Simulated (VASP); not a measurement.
Crystal: ZnSe.

```xyz
2
Lattice="0.0000 2.8338 2.8338 2.8338 0.0000 2.8338 2.8338 2.8338 0.0000" Properties=species:S:1:pos:R:3 pbc="T T T"
Se    4.2507    4.2507    4.2507
Zn    0.0000    0.0000    0.0000
```

- Program: VASP 6.6.1
- Task: relaxation of cell and atoms
- Functional: PBE-based screened hybrid with 25 % exact exchange
- Potentials or basis: VASP PAW PBE potentials, release 64 (Se, Zn)
- Cutoff: 600 eV
- k mesh: 4 × 4 × 4
- Occupations: fermi-dirac, width 0.05 eV
- Spin: no spin polarisation

At the start: pressure 1.6 GPa; volume 22.76 Å³/atom.

Where does the relaxation end?

Over 3 steps the energy falls by 2.9 meV/atom and the volume is 23.34 Å³/atom (+2.6 %); space group F-43m (No. 216, to 0.1 Å) before and after.

Step by step:
```
step  energy change (eV)  largest force (eV/Å)  pressure (GPa)  volume (Å³)
   1              0.0000                0.0000            1.60        45.51
   2             -0.0053                0.0000           -0.48        47.02
   3             -0.0058                0.0000            0.04        46.68
```

Final structure:
```xyz
2
Lattice="0.0000 2.8577 2.8577 2.8577 0.0000 2.8577 2.8577 2.8577 0.0000" Properties=species:S:1:pos:R:3 pbc="T T T"
Se    4.2866    4.2866    4.2866
Zn    0.0000    0.0000    0.0000
```

Caveat: the k points lie up to 0.48 Å⁻¹ apart in the final cell; the PAW data sets were made with another functional, which shifts forces and pressure a little.
